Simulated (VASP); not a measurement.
Write the native input for VASP 6.6.1 that does the following.

```
Task                   : relaxation of cell and atoms
Functional             : PBE
Potentials or basis    : VASP PAW PBE potentials, release 64 (Zn, O)
Cutoff                 : 600 eV
k mesh                 : 12 × 12 × 6
Occupations            : gaussian, width 0.1 eV
Spin                   : no spin polarisation
Dipole correction      : no
Further INCAR settings : ALGO = Normal; EDIFF = 1e-06; IBRION = 2; EDIFFG = -0.01; NSW = 100; ISIF = 3
```

The structure of Zn4O lies in POSCAR:

```
Zn4O
1.0
    4.5811228032      0.0000000000      0.0000000000
   -2.2905614016      3.9673687254      0.0000000000
    0.0000000000      0.0000000000      5.3399628228
Zn O
4 1
Direct
    0.3490941584      0.0000000000      0.6490820762
    0.0000000000      0.3490941584      0.6490820762
    0.6509058416      0.6509058416      0.6490820762
    0.0000000000      0.0000000000      0.2533696528
    0.0000000000      0.0000000000      0.9033669485
```

The cell was built from a structure type or drawn by symmetry, and may not be a known phase.

These files were run (other wordings do the same):

INCAR

```
PREC = Accurate ; ENCUT = 600
EDIFF = 1E-6 ; ISMEAR = 0
SIGMA = 0.1 ; LREAL = F
LASPH = T ; NELM = 100
ALGO = Normal ; ISIF = 3
LWAVE = F ; LCHARG = F
GGA = PE ; IBRION = 2
NSW = 100 ; EDIFFG = -0.01
LUSENCCL = F
```

KPOINTS

```
regular mesh
0
Gamma
  12 12 6
```

Potentials or basis: VASP PAW PBE potentials, release 64 (Zn, O).

The run is started by

```bash
$ cat potpaw_PBE.64/Zn/POTCAR potpaw_PBE.64/O/POTCAR > POTCAR
$ mpirun -np 1 vasp_std > vasp.out
```

It gave:

```
Relaxed volume                        : 19.60 Å³/atom
Relaxed cell                          : a = 4.598 Å, b = 4.598 Å, c = 5.352 Å, α = 90.00°, β = 90.00°, γ = 120.00°
Space group after relaxing (to 0.1 Å) : P31m (No. 157)
Energy gained by relaxing             : 0.2 meV/atom
Ionic steps                           : 9
Pressure after relaxing               : 0.0 GPa
Largest force after relaxing          : 0.009 eV/Å
Band gap on the k mesh                : zero (bands 27 and 28 overlap by 2.34 eV)
```

Wall time 16 min on 1 × NVIDIA H100 80GB with 1 thread of AMD EPYC 7R13 Processor (Zen 3), on a shared host, peak memory 1.5 GiB.
